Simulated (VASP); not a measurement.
# GaS2 (R-3m) in VASP: notebook

The runs below take GaS2 through single point, relaxation of cell and atoms, with PBE.

Everything below comes from runs of VASP 6.6.1. Logs are shortened: lines on timing, memory, paths and dates and some standing lists are left out, and cuts for length are marked.

### 1 The cell of the first run

Symmetry: R-3m, No. 166, trigonal system. The conventional cell has a = 7.128 Å, b = 7.128 Å, c = 10.615 Å, α = 90.00°, β = 90.00°, γ = 120.00°. Ga (site symmetry 3m) has 4 S at 1.77 to 2.06 Å within 2.4 Å. S (site symmetry -3m) has 2 Ga at 1.77 Å within 2.4 Å. S (site symmetry 2/m) has 2 Ga at 2.06 Å and 2 S at 2.71 Å within 2.8 Å.

The cell was generated, and may not be a known phase.

### 2 Single point, PBE

Contents of INCAR:

```
SYSTEM = GaS2
PREC = Accurate
ENCUT = 520
EDIFF = 1E-6
ISMEAR = 0
SIGMA = 0.1
LREAL = .FALSE.
LASPH = .TRUE.
NELM = 60
ALGO = Normal
ISIF = 2
LWAVE = .FALSE.
LCHARG = .TRUE.
GGA = PE
LELF = .TRUE.
LVHAR = .TRUE.
NBANDS = 34
```

Contents of KPOINTS:

```
regular mesh
0
G
  3 3 3
  0 0 0
```

Contents of POSCAR:

```
GaS2
1.0
    3.5641384300      2.0577562800      3.5383936600
   -3.5641384300      2.0577562800      3.5383936600
    0.0000000000     -4.1155125700      3.5383936600
Ga S
2 4
Direct
    0.6668023600      0.6668023600      0.6668023600
    0.3331976400      0.3331976400      0.3331976400
    0.5000000000      0.5000000000      0.5000000000
    0.5000000000      0.5000000000      0.0000000000
    0.0000000000      0.5000000000      0.5000000000
    0.5000000000      0.0000000000      0.5000000000
```

Potentials or basis: VASP PAW PBE potentials, release 64 (Ga_d, S).

Command:

```sh
$ cat potpaw_PBE.64/Ga_d/POTCAR potpaw_PBE.64/S/POTCAR > POTCAR
$ mpirun -np 1 vasp_std > vasp.out
```

OUTCAR:

```text
SYSTEM = GaS2
   PREC = Accurate
   ENCUT = 520
   EDIFF = 1E-6
   ISMEAR = 0
   LREAL = .FALSE.
   LASPH = .TRUE.
   NELM = 60
   ISIF = 2
   GGA = PE

 ion  position               nearest neighbor table
   1  0.667  0.667  0.667-   3 1.77   5 2.06   6 2.06   4 2.06
   2  0.333  0.333  0.333-   3 1.77   5 2.06   6 2.06   4 2.06
   3  0.500  0.500  0.500-   1 1.77   2 1.77   5 2.71   6 2.71   6 2.71   5 2.71   4 2.71   4 2.71

   4  0.500  0.500  0.000-   1 2.06   2 2.06   3 2.71   3 2.71
   5  0.000  0.500  0.500-   1 2.06   2 2.06   3 2.71   3 2.71
   6  0.500  0.000  0.500-   1 2.06   2 2.06   3 2.71   3 2.71

  LATTYP: Found a trigonal (rhomboedric) cell.
 ALAT       =     5.4274923629
 COS(alpha) =     0.1375365870

  Lattice vectors:

 A1 = (   3.5641384300,   2.0577562800,   3.5383936600)
 A2 = (  -3.5641384300,   2.0577562800,   3.5383936600)
 A3 = (   0.0000000000,  -4.1155125700,   3.5383936600)

Analysis of symmetry for initial positions (statically):
=====================================================================
 Subroutine PRICEL returns:
 Original cell was already a primitive cell.

 Routine SETGRP: Setting up the symmetry group for a
 trigonal (rhombohedral) supercell.

 Subroutine GETGRP returns: Found 12 space group operations
 (whereof 12 operations were pure point group operations)
 out of a pool of 12 trial point group operations.

The static configuration has the point symmetry D_3d.

Analysis of symmetry for dynamics (positions and initial velocities):
=====================================================================
 Subroutine PRICEL returns:
 Original cell was already a primitive cell.

 Routine SETGRP: Setting up the symmetry group for a
 trigonal (rhombohedral) supercell.

 Subroutine GETGRP returns: Found 12 space group operations
 (whereof 12 operations were pure point group operations)
 out of a pool of 12 trial point group operations.

The dynamic configuration has the point symmetry D_3d.

 Subroutine INISYM returns: Found 12 space group operations
 (whereof 12 operations are pure point group operations),
 and found     1 'primitive' translations

----------------------------------------------------------------------------------------

                                     Primitive cell

  volume of cell :     155.7062

  direct lattice vectors                    reciprocal lattice vectors
     3.564138430  2.057756280  3.538393660     0.140286358  0.080994367  0.094204706
    -3.564138430  2.057756280  3.538393660    -0.140286358  0.080994367  0.094204706
     0.000000000 -4.115512570  3.538393660     0.000000000 -0.161988733  0.094204706

  length of vectors
     5.427492363  5.427492363  5.427492368     0.187389638  0.187389638  0.187389637

  position of ions in fractional coordinates (direct lattice)
     0.666802360  0.666802360  0.666802360
     0.333197640  0.333197640  0.333197640
     0.500000000  0.500000000  0.500000000
     0.500000000  0.500000000  0.000000000
     0.000000000  0.500000000  0.500000000
     0.500000000  0.000000000  0.500000000

  ion indices of the primitive-cell ions
   primitive index   ion index
                 1           1
                 2           2
                 3           3
                 4           4
                 5           5
                 6           6

----------------------------------------------------------------------------------------

 KPOINTS: regular mesh

Automatic generation of k-mesh.
 Grid dimensions read from file:
 generate k-points for:    3    3    3

 Generating k-lattice:

  Cartesian coordinates                     Fractional coordinates (reciprocal lattice)
     0.046762119  0.026998122  0.031401569     0.333333333 -0.000000000  0.000000000
    -0.046762119  0.026998122  0.031401569    -0.000000000  0.333333333  0.000000000
     0.000000000 -0.053996244  0.031401569     0.000000000  0.000000000  0.333333333

  Length of vectors
     0.062463213  0.062463213  0.062463212

  Shift w.r.t. Gamma in fractional coordinates (k-lattice)
     0.000000000  0.000000000  0.000000000

 Subroutine IBZKPT returns following result:
 ===========================================

 Found      6 irreducible k-points:

 Following reciprocal coordinates:
            Coordinates               Weight
  0.000000  0.000000  0.000000      1.000000
  0.333333 -0.000000 -0.000000      6.000000
  0.333333  0.333333  0.000000      6.000000
 -0.333333  0.333333  0.000000      6.000000
  0.333333  0.333333  0.333333      2.000000
 -0.333333  0.333333  0.333333      6.000000
   k-points           NKPTS =      6   k-points in BZ     NKDIM =      6   number of bands    NBANDS=     34
   number of dos      NEDOS =    301   number of ions     NIONS =      6
   total plane-waves  NPLWV =  64000
   dimension x,y,z NGX =    40 NGY =   40 NGZ =   40
   dimension x,y,z NGXF=    80 NGYF=   80 NGZF=   80
   ions per type =               2   4
   NGX,Y,Z   is equivalent  to a cutoff of  12.25, 12.25, 12.25 a.u.
   NGXF,Y,Z  is equivalent  to a cutoff of  24.50, 24.50, 24.50 a.u.
 SYSTEM =  GaS2
   PREC   = accura    normal or accurate (medium, high low for compatibility)
   ISTART =      0    job   : 0-new  1-cont  2-samecut
   ICHARG =      2    charge: 1-file 2-atom 10-const
   ISPIN  =      1    spin polarized calculation?
   LNONCOLLINEAR =      F non collinear calculations
   LSORBIT =      F    spin-orbit coupling
   LASPH  =      T    aspherical Exc in radial PAW
   ENCUT  =  520.0 eV  38.22 Ry    6.18 a.u.  10.09 10.09 10.09*2*pi/ulx,y,z
   NELM   =     60;   NELMIN=  2; NELMDL= -5     # of ELM steps
   EDIFF  = 0.1E-05   stopping-criterion for ELM
   LREAL  =      F    real-space projection
   EDIFFG = 0.1E-04   stopping-criterion for IOM
   NSW    =      0    number of steps for IOM
   IBRION =     -1    ionic relax: 0-MD 1-quasi-New 2-CG
   NFREE  =      0    steps in history (QN), initial steepest desc. (CG)
   ISIF   =      2    stress and relaxation
   ISYM   =      2    0-nonsym 1-usesym 2-fastsym
   POTIM  = 0.5000    time-step for ionic-motion
   TEBEG  =    0.0;   TEEND  =   0.0 temperature during run
   PSTRESS=    0.0 pullay stress
   NELECT =      50.0000    total number of electrons
   NUPDOWN=      -1.0000    fix difference up-down
   EMIN   =  10.00;   EMAX   =-10.00  energy-range for DOS
   EFERMI =   0.00;   METHOD = LEGACY
   ISMEAR =     0;   SIGMA  =   0.10  broadening in eV -4-tet -1-fermi 0-gaus
   EFERMI_NEDOS =   21; number of points for ismear=-14 and -15
   IALGO  =     38    algorithm
   IMIX   =      4    mixing-type and parameters
     AMIX     =   0.40;   BMIX     =  1.00
     AMIX_MAG =   1.60;   BMIX_MAG =  1.00
  volume/ion in A,a.u.               =      25.95       175.13
  Fermi-wavevector in a.u.,A,eV,Ry     =   1.121062  2.118500 17.099522  1.256779
  Thomas-Fermi vector in A             =   2.257713
   LORBIT       =      0    0 simple, 1 ext, 2 COOP (PROOUT), +10 PAW based schemes
   GGA     = PE    functional components
   LHFCALC =     F    Hartree Fock is set to
   AEXX    =    0.0000 exact exchange contribution
   IVDW    =     0    specifies the selected vdW correction
   LEPSILON=     F    determine dielectric tensor
   LRPA    =     F    only Hartree local field effects (RPA)
 non-spin polarized calculation
 Gauss-broadening in eV      SIGMA  =   0.10
  energy-cutoff  :      520.00
  volume of cell :      155.71
 maximum number of plane-waves:      4207
   NGX = 21   NGY = 21   NGZ = 21

 number of electron      50.0000004 magnetization

 Free energy of the ion-electron system (eV)
  ---------------------------------------------------
  ext. energy  EPLUGINS =         0.00000000
  ---------------------------------------------------
  free energy    TOTEN  =       -12.34144471 eV

  energy without entropy =      -12.33767440  energy(sigma->0) =      -12.33955955

 E-fermi :   1.6878     XC(G=0):  -7.8324

 val. band max:        1.5390721836   @ k =  -0.3333   0.3333   0.0000
 cond. band min:       1.7531450102   @ k =   0.0000   0.0000   0.0000
 fundamental gap:      0.2140728266
 Fermi energy:         1.6878208042

 k-point     1 :       0.0000    0.0000    0.0000
  band No.  band energies     occupation
      1     -15.8246      2.00000
      2     -14.6809      2.00000
      3     -14.2557      2.00000
      4     -14.2557      2.00000
      5     -14.0700      2.00000
      6     -14.0700      2.00000
[... 26 lines left out ...]
     33       8.8409      0.00000
     34       8.9388      0.00000

 k-point     2 :       0.3333   -0.0000   -0.0000
  band No.  band energies     occupation
      1     -15.8119      2.00000
      2     -14.7010      2.00000
      3     -14.2601      2.00000
      4     -14.2256      2.00000
      5     -14.1621      2.00000
      6     -14.0707      2.00000
[... 26 lines left out ...]
     33       8.8516      0.00000
     34       9.0122      0.00000

 k-point     3 :       0.3333    0.3333    0.0000
  band No.  band energies     occupation
      1     -15.8008      2.00000
      2     -14.7198      2.00000
      3     -14.2709      2.00000
      4     -14.2420      2.00000
      5     -14.1123      2.00000
      6     -14.0474      2.00000
[... 26 lines left out ...]
     33       8.8005      0.00000
     34       9.7746      0.00000

 k-point     4 :      -0.3333    0.3333    0.0000
  band No.  band energies     occupation
      1     -15.8004      2.00000
      2     -14.7181      2.00000
      3     -14.2718      2.00000
      4     -14.2248      2.00000
      5     -14.1537      2.00000
      6     -14.0577      2.00000
[... 26 lines left out ...]
     33       9.0215      0.00000
     34       9.7431      0.00000

 k-point     5 :       0.3333    0.3333    0.3333
  band No.  band energies     occupation
      1     -15.7912      2.00000
      2     -14.7375      2.00000
      3     -14.2681      2.00000
      4     -14.2681      2.00000
      5     -14.0478      2.00000
      6     -14.0478      2.00000
[... 26 lines left out ...]
     33       9.8495      0.00000
     34       9.8495      0.00000

 k-point     6 :      -0.3333    0.3333    0.3333
  band No.  band energies     occupation
      1     -15.7904      2.00000
      2     -14.7345      2.00000
      3     -14.2716      2.00000
      4     -14.2588      2.00000
      5     -14.0716      2.00000
      6     -14.0483      2.00000
[... 26 lines left out ...]
     33       9.2373      0.00000
     34       9.4671      0.00000

------------------------ aborting loop because EDIFF is reached ----------------------------------------

  FORCE on cell =-STRESS in cart. coord.  units (eV):
  Direction    XX          YY          ZZ          XY          YZ          ZX
  --------------------------------------------------------------------------------------
  -------------------------------------------------------------------------------------
  Total       23.2147748     23.2147748     60.4172220      0.0000000     -0.0000001      0.0000000
  in kB      238.8741523    238.8741526    621.6779102      0.0000000     -0.0000006      0.0000000
  external PRESSURE =     366.4754050 kB  Pullay stress =       0.0000000 kB

 VOLUME and BASIS-vectors are now :
 -----------------------------------------------------------------------------
  energy-cutoff  :      520.00
  volume of cell :      155.71
      direct lattice vectors                 reciprocal lattice vectors
     3.564138430  2.057756280  3.538393660     0.140286358  0.080994367  0.094204706
    -3.564138430  2.057756280  3.538393660    -0.140286358  0.080994367  0.094204706
     0.000000000 -4.115512570  3.538393660     0.000000000 -0.161988733  0.094204706

 POSITION                                       TOTAL-FORCE (eV/Angst)
 -----------------------------------------------------------------------------------
      0.00000     -0.00000      7.07823         0.000000     -0.000000     13.913811
      0.00000     -0.00000      3.53695         0.000000      0.000000    -13.913811
      0.00000     -0.00000      5.30759        -0.000000     -0.000000      0.000000
      0.00000      2.05776      3.53839         0.000000     -0.000000     -0.000000
     -1.78207     -1.02888      3.53839        -0.000000     -0.000000     -0.000000
      1.78207     -1.02888      3.53839         0.000000     -0.000000      0.000000
 -----------------------------------------------------------------------------------
    total drift:                                0.000000      0.000000     -0.000000

  FREE ENERGIE OF THE ION-ELECTRON SYSTEM (eV)
  ---------------------------------------------------
  free  energy   TOTEN  =       -12.3414447071 eV

  energy  without entropy=      -12.3376744014  energy(sigma->0) =      -12.33955955
```

Run time: 20 s. Hardware: 1 thread of AMD EPYC 9R45 (Zen 5), shared host; peak memory 0.21 GiB.

What came out:

- Free energy: -12.3414 eV
- Pressure: 36.6 GPa
- Largest force: 13.914 eV/Å
- Band gap on the k mesh: zero (bands 25 and 26 overlap by 1.84 eV)

Forces in eV/Å, atoms in the order of the input:
```
Ga    0.000   0.000  13.914
Ga    0.000   0.000 -13.914
S     0.000   0.000   0.000
S     0.000   0.000   0.000
S     0.000   0.000   0.000
S     0.000   0.000   0.000
```

Levels at points of the mesh, in eV from the Fermi level:
| k point | band 22 | band 23 | band 24 | band 25 | band 26 | band 27 | band 28 | band 29 |
| --- | --- | --- | --- | --- | --- | --- | --- | --- |
| (0.00, 0.00, 0.00) | -1.20 | -0.59 | 0.07 | 1.34 | 1.98 | 1.98 | 3.18 | 3.72 |

Caveat: the k points lie up to 0.39 Å⁻¹ apart, too coarse for converged energies and pressures of a metal; forces of over 1 eV/Å act on the atoms, so gaps and moduli don't describe the material at rest.

(Continued in part 2 of 2.)

The gap in the log of VASP goes by the Fermi energy; the results here count the filled bands.